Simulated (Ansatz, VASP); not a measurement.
# C11O in VASP and in Ansatz

```
CELL_PARAMETERS angstrom
3.64732 0.00000 0.00000
-1.66588 3.93102 0.00000
0.00000 0.00000 23.18096
ATOMIC_POSITIONS crystal
C 0.50018 0.33339 0.17256
C 0.49982 0.66661 0.17256
C 0.50018 0.83339 0.22572
C 0.49982 0.16661 0.22572
C 0.50002 0.33532 0.27887
C 0.49998 0.66468 0.27887
C 0.50013 0.83665 0.33226
C 0.49987 0.16335 0.33226
C 0.49976 0.35443 0.38096
C 0.50024 0.64557 0.38096
C 0.49976 0.85443 0.56861
O 0.49976 0.85443 0.51900
```

Alike in both runs: task single point; functional PBE; dispersion D3(BJ); k mesh 8 × 7 × 1; occupations gaussian, width 0.05 eV; no spin polarisation.

|  | VASP | Ansatz |
| --- | --- | --- |
| version | VASP 6.6.1 | Ansatz 0.2.0 |
| potentials or method | VASP PAW PBE potentials, release 64 (C, O), cutoff 520 eV | scalar-relativistic, plane waves, PAW |
| valence electrons in the cell | 50 | 50 |

```tsv
	VASP	Ansatz	Ansatz less VASP
gap on the k mesh at the Fermi level (eV)	none	none	-
rms of the force components (eV/Å)	1.633	1.670	+0.0368
```

A gap of «none» marks a metal or a gap that the smearing closes.

Noted on VASP's run: the standard files for N, O and F lose accuracy on very short bonds.
